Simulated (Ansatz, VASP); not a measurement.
**Si6N: VASP beside Ansatz**

```
Si N
1.0
     4.68208    0.00000    0.00000
     0.00000    4.68208    0.00000
     0.00000    0.00000    4.68208
Si N
6 1
Direct
  0.00000 0.00000 0.29300
  0.00000 0.00000 0.70700
  0.29300 0.00000 0.00000
  0.70700 0.00000 0.00000
  0.00000 0.29300 0.00000
  0.00000 0.70700 0.00000
  0.50000 0.50000 0.50000
```

Change from the starting cell: species swapped into the CaB6 type (Pm-3m, No. 221).

Alike in both runs: task single point; functional PBE; k mesh 4 × 4 × 4; occupations gaussian, width 0.1 eV; collinear spin.

|  | VASP | Ansatz |
| --- | --- | --- |
| version | VASP 6.6.1 | Ansatz 0.2.0 |
| potentials or method | VASP PAW PBE potentials, release 64 (Si, N), cutoff 520 eV | scalar-relativistic, plane waves, PAW |
| valence electrons in the cell | 29 | 29 |

```tsv
	VASP	Ansatz	Ansatz less VASP
gap on the k mesh at the Fermi level (eV)	none	none	-
rms of the force components (eV/Å)	6.285	6.379	+0.0944
net moment per atom (μB)	0.24	0.24	0.000
size of the moment on the site where the two differ most (μB)	1.21	1.78	+0.569
```

Site moments also hang on the region over which each program counts them. Atom by atom the forces differ by 0.094 eV/Å (rms over components). A gap of «none» marks a metal or a gap that the smearing closes.
